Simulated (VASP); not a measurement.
# CO2 in VASP: further runs

Runs on CO2. Level: PBE+D3(BJ). Tasks: single point.

All numbers are computed with VASP 6.6.1; they aren't measurements. Logs are shortened: lines on timing, memory, paths and dates and some standing lists are left out, and cuts for length are marked.

## (1) The cell of the first run

The cell holds a disordered packing, 30 atoms: a = 8.406 Å, b = 8.406 Å, c = 8.406 Å, α = 90.00°, β = 90.00°, γ = 90.00°.

## (2) Single point, PBE+D3(BJ)

INCAR reads:

```
SYSTEM = CO2
PREC = Accurate ; ENCUT = 520
EDIFF = 1E-6 ; ISMEAR = -1
SIGMA = 0.05 ; LREAL = Auto
LASPH = .TRUE. ; NELM = 100
ALGO = Normal ; ISIF = 2
LWAVE = .FALSE. ; LCHARG = .FALSE.
GGA = PE ; IVDW = 12
NBANDS = 101
```

KPOINTS reads:

```
regular mesh
0
G
  1 1 1
  0 0 0
```

POSCAR reads:

```
CO2
1.0
    8.4061180000      0.0000000000      0.0000000000
    0.0000000000      8.4061180000      0.0000000000
    0.0000000000      0.0000000000      8.4061180000
C O
10 20
Direct
    0.5511580970      0.6474689030      0.4548710832
    0.7444696827      0.3059438376      0.5935914771
   -0.0535205430      0.6242001361      0.3187797269
    0.3349108352      0.9876497094      1.0055295441
    0.6059158342      0.3139261190      0.1070648782
    0.0872459797      0.8906846180      0.6048451854
    0.2451785711      0.3386462098      0.6545470811
    0.7644313344      0.9165824225      0.8298598711
    0.9958104324      0.5668490497      0.9159757215
    0.5171114657      1.0087652826      0.4167797787
    0.5257599287      0.6259250703      0.3174830522
    0.5859541824      0.6550348211      0.5882501293
    0.7717355383      0.2572887985      0.7218552012
    0.7182982680      0.3583342513      0.4607001710
    0.0306800357      0.5767941873      0.4193136475
   -0.1479993500      0.6846204157      0.2356735892
    0.2864818219      0.9369604376      1.1226942091
    0.3896209880      1.0436803290      0.8918028512
    0.4911779730      0.2491280755      0.1451085983
    0.7176320865      0.3888834299      0.0655831860
    0.1112760968      0.8481798614      0.7369394529
    0.0595756567      0.9346050103      0.4771405779
    0.1395412246      0.2755968926      0.7166328143
    0.3614510289      0.3756906577      0.5947216063
    0.7643956461      0.9430155513      0.9620493074
    0.7680834364      0.9146790469      0.6895572962
    1.1126063184      0.5210728662      0.9662248377
    0.8763498205      0.6179427888      0.8748152239
    0.6331460015      0.9736004182      0.3514702030
    0.4026591109      1.0378750334      0.4923318945
```

Potentials or basis: VASP PAW PBE potentials, release 64 (C, O).

Started as:

```bash
> cat potpaw_PBE.64/C/POTCAR potpaw_PBE.64/O/POTCAR > POTCAR
> mpirun -np 1 vasp_gam > vasp.out
```

OUTCAR:

```text
SYSTEM = CO2
   PREC = Accurate
   ENCUT = 520
   EDIFF = 1E-6
   ISMEAR = -1
   LREAL = Auto
   LASPH = .TRUE.
   NELM = 100
   ISIF = 2
   GGA = PE
   IVDW = 12
 IVDW          = 12

 ion  position               nearest neighbor table
   1  0.551  0.647  0.455-  12 1.16  11 1.19
   2  0.744  0.306  0.594-  13 1.18  14 1.22
   3  0.946  0.624  0.319-  15 1.17  16 1.17
   4  0.335  0.988  0.006-  17 1.15  18 1.16
   5  0.606  0.314  0.107-  19 1.15  20 1.18
   6  0.087  0.891  0.605-  22 1.16  21 1.18
   7  0.245  0.339  0.655-  24 1.14  23 1.16
   8  0.764  0.917  0.830-  25 1.13  26 1.18
   9  0.996  0.567  0.916-  27 1.14  28 1.15
  10  0.517  0.009  0.417-  29 1.16  30 1.18
  11  0.526  0.626  0.317-   1 1.19
  12  0.586  0.655  0.588-   1 1.16
  13  0.772  0.257  0.722-   2 1.18
  14  0.718  0.358  0.461-   2 1.22
  15  0.031  0.577  0.419-   3 1.17
  16  0.852  0.685  0.236-   3 1.17
[... 12 lines left out ...]
  29  0.633  0.974  0.351-  10 1.16
  30  0.403  0.038  0.492-  10 1.18

  LATTYP: Found a simple cubic cell.
 ALAT       =     8.4061180000

  Lattice vectors:

 A1 = (   8.4061180000,   0.0000000000,   0.0000000000)
 A2 = (   0.0000000000,   8.4061180000,   0.0000000000)
 A3 = (   0.0000000000,   0.0000000000,   8.4061180000)

Analysis of symmetry for initial positions (statically):
=====================================================================
 Subroutine PRICEL returns:
 Original cell was already a primitive cell.

 Routine SETGRP: Setting up the symmetry group for a
 simple cubic supercell.

 Subroutine GETGRP returns: Found  1 space group operations
 (whereof  1 operations were pure point group operations)
 out of a pool of 48 trial point group operations.

The static configuration has the point symmetry C_1 .

Analysis of symmetry for dynamics (positions and initial velocities):
=====================================================================
 Subroutine PRICEL returns:
 Original cell was already a primitive cell.

 Routine SETGRP: Setting up the symmetry group for a
 simple cubic supercell.

 Subroutine GETGRP returns: Found  1 space group operations
 (whereof  1 operations were pure point group operations)
 out of a pool of 48 trial point group operations.

The dynamic configuration has the point symmetry C_1 .

 Subroutine INISYM returns: Found  1 space group operations
 (whereof  1 operations are pure point group operations),
 and found     1 'primitive' translations

----------------------------------------------------------------------------------------

                                     Primitive cell

  volume of cell :     594.0000

  direct lattice vectors                    reciprocal lattice vectors
     8.406118000  0.000000000  0.000000000     0.118960976  0.000000000  0.000000000
     0.000000000  8.406118000  0.000000000     0.000000000  0.118960976  0.000000000
     0.000000000  0.000000000  8.406118000     0.000000000  0.000000000  0.118960976

  length of vectors
     8.406118000  8.406118000  8.406118000     0.118960976  0.118960976  0.118960976

  position of ions in fractional coordinates (direct lattice)
     0.551158097  0.647468903  0.454871083
     0.744469683  0.305943838  0.593591477
     0.946479457  0.624200136  0.318779727
     0.334910835  0.987649709  0.005529544
     0.605915834  0.313926119  0.107064878
     0.087245980  0.890684618  0.604845185
[... 22 lines left out ...]
     0.633146002  0.973600418  0.351470203
     0.402659111  0.037875033  0.492331894

  ion indices of the primitive-cell ions
   primitive index   ion index
                 1           1
                 2           2
                 3           3
                 4           4
                 5           5
                 6           6
[... 22 lines left out ...]
                29          29
                30          30

----------------------------------------------------------------------------------------

 KPOINTS: regular mesh

Automatic generation of k-mesh.
 Grid dimensions read from file:
 generate k-points for:    1    1    1

 Generating k-lattice:

  Cartesian coordinates                     Fractional coordinates (reciprocal lattice)
     0.118960976  0.000000000  0.000000000     1.000000000  0.000000000  0.000000000
     0.000000000  0.118960976  0.000000000     0.000000000  1.000000000  0.000000000
     0.000000000  0.000000000  0.118960976     0.000000000  0.000000000  1.000000000

  Length of vectors
     0.118960976  0.118960976  0.118960976

  Shift w.r.t. Gamma in fractional coordinates (k-lattice)
     0.000000000  0.000000000  0.000000000

 Subroutine IBZKPT returns following result:
 ===========================================

 Found      1 irreducible k-points:

 Following reciprocal coordinates:
            Coordinates               Weight
  0.000000  0.000000  0.000000      1.000000
   k-points           NKPTS =      1   k-points in BZ     NKDIM =      1   number of bands    NBANDS=    101
   number of dos      NEDOS =    301   number of ions     NIONS =     30
   total plane-waves  NPLWV = 262144
   dimension x,y,z NGX =    64 NGY =   64 NGZ =   64
   dimension x,y,z NGXF=   128 NGYF=  128 NGZF=  128
   ions per type =              10  20
   NGX,Y,Z   is equivalent  to a cutoff of  12.66, 12.66, 12.66 a.u.
   NGXF,Y,Z  is equivalent  to a cutoff of  25.31, 25.31, 25.31 a.u.
 SYSTEM =  CO2
   PREC   = accura    normal or accurate (medium, high low for compatibility)
   ISTART =      0    job   : 0-new  1-cont  2-samecut
   ICHARG =      2    charge: 1-file 2-atom 10-const
   ISPIN  =      1    spin polarized calculation?
   LNONCOLLINEAR =      F non collinear calculations
   LSORBIT =      F    spin-orbit coupling
   LASPH  =      T    aspherical Exc in radial PAW
   ENCUT  =  520.0 eV  38.22 Ry    6.18 a.u.  15.63 15.63 15.63*2*pi/ulx,y,z
   NELM   =    100;   NELMIN=  2; NELMDL= -5     # of ELM steps
   EDIFF  = 0.1E-05   stopping-criterion for ELM
   LREAL  =      T    real-space projection
   EDIFFG = 0.1E-04   stopping-criterion for IOM
   NSW    =      0    number of steps for IOM
   IBRION =     -1    ionic relax: 0-MD 1-quasi-New 2-CG
   NFREE  =      0    steps in history (QN), initial steepest desc. (CG)
   ISIF   =      2    stress and relaxation
   ISYM   =      2    0-nonsym 1-usesym 2-fastsym
   POTIM  = 0.5000    time-step for ionic-motion
   TEBEG  =    0.0;   TEEND  =   0.0 temperature during run
   PSTRESS=    0.0 pullay stress
   NELECT =     160.0000    total number of electrons
   NUPDOWN=      -1.0000    fix difference up-down
   EMIN   =  10.00;   EMAX   =-10.00  energy-range for DOS
   EFERMI =   0.00;   METHOD = LEGACY
   ISMEAR =    -1;   SIGMA  =   0.05  broadening in eV -4-tet -1-fermi 0-gaus
   EFERMI_NEDOS =   21; number of points for ismear=-14 and -15
   IALGO  =     38    algorithm
   IMIX   =      4    mixing-type and parameters
     AMIX     =   0.40;   BMIX     =  1.00
     AMIX_MAG =   1.60;   BMIX_MAG =  1.00
  volume/ion in A,a.u.               =      19.80       133.62
  Fermi-wavevector in a.u.,A,eV,Ry     =   1.057270  1.997951 15.208869  1.117820
  Thomas-Fermi vector in A             =   2.192537
   LORBIT       =      0    0 simple, 1 ext, 2 COOP (PROOUT), +10 PAW based schemes
   GGA     = PE    functional components
   LHFCALC =     F    Hartree Fock is set to
   AEXX    =    0.0000 exact exchange contribution
   IVDW    =    12    specifies the selected vdW correction
   LEPSILON=     F    determine dielectric tensor
   LRPA    =     F    only Hartree local field effects (RPA)
 non-spin polarized calculation
  energy-cutoff  :      520.00
  volume of cell :      594.00
 maximum number of plane-waves:      7984
 NGX is ok and might be reduce to    64
   NGX = 31   NGY = 31   NGZ = 31

 number of electron     159.9999998 magnetization

 Free energy of the ion-electron system (eV)
  ---------------------------------------------------
  ext. energy  EPLUGINS =         0.00000000
  ---------------------------------------------------
  free energy    TOTEN  =      -228.86369977 eV

  energy without entropy =     -228.86369977  energy(sigma->0) =     -228.86369977

 E-fermi :  -3.5940     XC(G=0):  -6.4946

 val. band max:       -4.8191222486   @ k =   0.0000   0.0000   0.0000
 cond. band min:       1.3185637359   @ k =   0.0000   0.0000   0.0000
 fundamental gap:      6.1376859845
 Fermi energy:        -3.5939640926

 k-point     1 :       0.0000    0.0000    0.0000
  band No.  band energies     occupation
      1     -25.8231      2.00000
      2     -25.7611      2.00000
      3     -25.6016      2.00000
      4     -25.5641      2.00000
      5     -25.5220      2.00000
      6     -25.4769      2.00000
[... 84 lines left out ...]
     91       3.2874      0.00000
     92       3.3008      0.00000
 [bands above 92 left out]

------------------------ aborting loop because EDIFF is reached ----------------------------------------

 Edisp (eV)   -1.54765

 E8    (eV) :    -0.3947

  FORCE on cell =-STRESS in cart. coord.  units (eV):
  Direction    XX          YY          ZZ          XY          YZ          ZX
  --------------------------------------------------------------------------------------
  -------------------------------------------------------------------------------------
  Total      16.15428     4.39002    10.03473     0.98415    -1.66151    -2.77533
  in kB      43.57242    11.84106    27.06636     2.65451    -4.48154    -7.48581
  external pressure =       27.49 kB  Pullay stress =        0.00 kB

 VOLUME and BASIS-vectors are now :
 -----------------------------------------------------------------------------
  energy-cutoff  :      520.00
  volume of cell :      594.00
      direct lattice vectors                 reciprocal lattice vectors
     8.406118000  0.000000000  0.000000000     0.118960976  0.000000000  0.000000000
     0.000000000  8.406118000  0.000000000     0.000000000  0.118960976  0.000000000
     0.000000000  0.000000000  8.406118000     0.000000000  0.000000000  0.118960976

 POSITION                                       TOTAL-FORCE (eV/Angst)
 -----------------------------------------------------------------------------------
      4.63310      5.44270      3.82370        -0.119221     -1.146981     -2.606533
      6.25810      2.57180      4.98980        -0.414153      1.210062     -2.716995
      7.95622      5.24710      2.67970        -0.804585      0.879659      0.516499
      2.81530      8.30230      0.04648         0.695662      0.691775     -0.938828
      5.09340      2.63890      0.90000         2.320241      2.009870     -0.955477
      0.73340      7.48720      5.08440         0.150993     -0.399936      1.818053
[... 22 lines left out ...]
      5.32230      8.18420      2.95450         1.426279     -0.227912     -1.086453
      3.38480      0.31838      4.13860        -0.009721      0.100629     -0.202479
 -----------------------------------------------------------------------------------
    total drift:                                0.000484      0.011362      0.010460

  FREE ENERGIE OF THE ION-ELECTRON SYSTEM (eV)
  ---------------------------------------------------
  free  energy   TOTEN  =      -230.4113495926 eV

  energy  without entropy=     -230.4113495925  energy(sigma->0) =     -230.41134959
```

It took 56 s on 1 thread of Intel Xeon 6975P-C (Granite Rapids), shared host; peak memory 0.53 GiB.

Results:

* Free energy: -230.4113 eV
* Pressure: 2.7 GPa
* Largest force: 4.714 eV/Å
* Dispersion energy per atom: -0.052 eV

Forces in eV/Å, atoms in the order of the input:
```
C   -0.119 -1.147 -2.607
C   -0.414  1.210 -2.717
C   -0.805  0.880  0.516
C    0.696  0.692 -0.939
C    2.320  2.010 -0.955
C    0.151 -0.400  1.818
C   -0.848 -1.642  0.753
C    0.165  0.500 -4.488
C   -1.274  0.657 -0.135
C   -1.377  0.223  1.267
O   -0.277  0.510  1.061
O    0.048  0.497  1.527
O   -0.203  0.224 -0.490
O    0.686 -1.477  3.203
O    0.754 -0.669  0.139
O    0.290 -0.247 -0.573
O   -1.266 -1.311  2.478
O    0.562  0.513 -1.666
O   -1.867 -1.265  0.819
O   -0.440 -0.723  0.311
O    0.178  0.055 -0.495
O   -0.179  0.423 -1.374
O   -2.122 -0.313  0.856
O    2.952  1.887 -1.705
O   -0.157  0.302  4.676
O   -0.152 -0.597 -0.078
O    4.118 -1.681  1.561
O   -2.836  1.015 -1.473
O    1.426 -0.228 -1.086
O   -0.010  0.101 -0.202
```

Caveat: the k points lie up to 0.75 Å⁻¹ apart.

## (3) Single point, PBE+D3(BJ)

INCAR reads:

```
SYSTEM = CO2
ALGO = Normal ; EDIFF = 1E-6
ENCUT = 520 ; GGA = PE
ISIF = 2 ; ISMEAR = -1
IVDW = 12 ; LASPH = .True.
LCHARG = .False. ; LREAL = Auto
LWAVE = .False. ; NBANDS = 101
NELM = 100 ; PREC = Accurate
SIGMA = 0.05
```

KPOINTS reads:

```
k-points
0
Gamma
  1 1 1
  0 0 0
```

POSCAR reads:

```
CO2
1.0
    8.4061180000      0.0000000000      0.0000000000
    0.0000000000      8.4061180000      0.0000000000
    0.0000000000      0.0000000000      8.4061180000
C O
10 20
Direct
    0.5576533663      0.6226893317      0.4376217417
    0.7191190987      0.3147826381      0.5713814629
   -0.0362593054      0.6390821542      0.3289270981
    0.3338758747      0.9700553811      0.9941925631
    0.6183234639      0.3028508522      0.0930393792
    0.0816429177      0.8937538112      0.6312545220
    0.2663655209      0.3164361956      0.6384516610
    0.7745073291      0.9214241342      0.8304903643
    1.0130359817      0.5560592892      0.9224234064
    0.4923199984      1.0175921870      0.4233107363
    0.5333139506      0.6158609717      0.3029936054
    0.5956019176      0.6476235523      0.5693353341
    0.7371416866      0.2787374624      0.7071873129
    0.7116959338      0.3359576918      0.4353852753
    0.0630136289      0.5817072756      0.4082978612
   -0.1355560319      0.6872970377      0.2385643409
    0.2834959014      0.9381857357      1.1179595623
    0.3907035328      0.9941330826      0.8712463946
    0.4917370896      0.2490448028      0.1340928119
    0.7298136905      0.3712058289      0.0505108303
    0.1100270065      0.8410303067      0.7579717534
    0.0493569089      0.9435746679      0.5040852389
    0.1604545642      0.2689350780      0.7131948421
    0.3792119026      0.3619982494      0.5632207399
    0.7965270057      0.9537339352      0.9667839543
    0.7562111310      0.9012007683      0.6968139158
    1.1328653726      0.5407252194      0.9905404611
    0.8884719439      0.5776626024      0.8640254634
    0.6110073639      0.9751350148      0.3616294703
    0.3756787616      1.0427643295      0.4873236374
```

Potentials or basis: VASP PAW PBE potentials, release 64 (C, O).

Started as:

```bash
> cat potpaw_PBE.64/C/POTCAR potpaw_PBE.64/O/POTCAR > POTCAR
> mpirun -np 1 vasp_gam > vasp.out
```

Wall time 60 s (1 thread of Intel Xeon 6975P-C (Granite Rapids), shared host); peak memory 0.53 GiB.

The run converged. Its results:

| Quantity | Value |
| --- | --- |
| Free energy | -230.5992 eV |
| Pressure | 1.4 GPa |
| Largest force | 4.523 eV/Å |
| Dispersion energy per atom | -0.052 eV |

Forces on the atoms (eV/Å):
```
C    0.816  0.984  1.155
C    0.880 -1.397  3.038
C   -1.619  0.438 -2.135
C    0.303 -0.311  0.129
C   -3.844 -0.815  1.044
C   -0.243  0.064 -0.606
C    2.959  1.005 -1.809
C    0.628  1.339  4.275
C   -0.868  0.418  0.187
C    3.617 -1.760 -1.943
O   -0.994 -0.601 -2.321
O   -0.145 -0.364  1.000
O   -0.448  0.619 -1.285
O   -0.187  0.591 -1.695
O    0.265  0.016  0.587
O    1.516 -0.486  1.595
O   -1.046 -0.342  1.955
O    0.894  0.674 -2.010
O    2.193  0.441 -0.615
O    1.551  0.253 -0.265
O    0.064  0.098 -0.155
O    0.201 -0.152  0.540
O   -1.127 -0.342  0.627
O   -1.975 -0.472  1.258
O   -0.311 -0.532 -1.182
O   -0.495 -0.616 -2.873
O    1.137 -0.327  0.339
O   -0.196  0.033 -0.660
O   -0.071  0.504 -0.038
O   -3.455  1.040  1.862
```

Stress tensor (GPa, compression positive):
```
 1.10  0.16 -0.66
 0.16  0.34  0.26
-0.66  0.26  2.74
```

Levels at points of the mesh, in eV from the Fermi level:
| k point | band 78 | band 79 | band 80 | band 81 | band 82 | band 83 |
| --- | --- | --- | --- | --- | --- | --- |
| (0.00, 0.00, 0.00) | -1.36 | -1.28 | -1.26 | 4.99 | 6.14 | 6.20 |

Caveat: the k points lie up to 0.75 Å⁻¹ apart.

(Continued in part 2 of 2.)
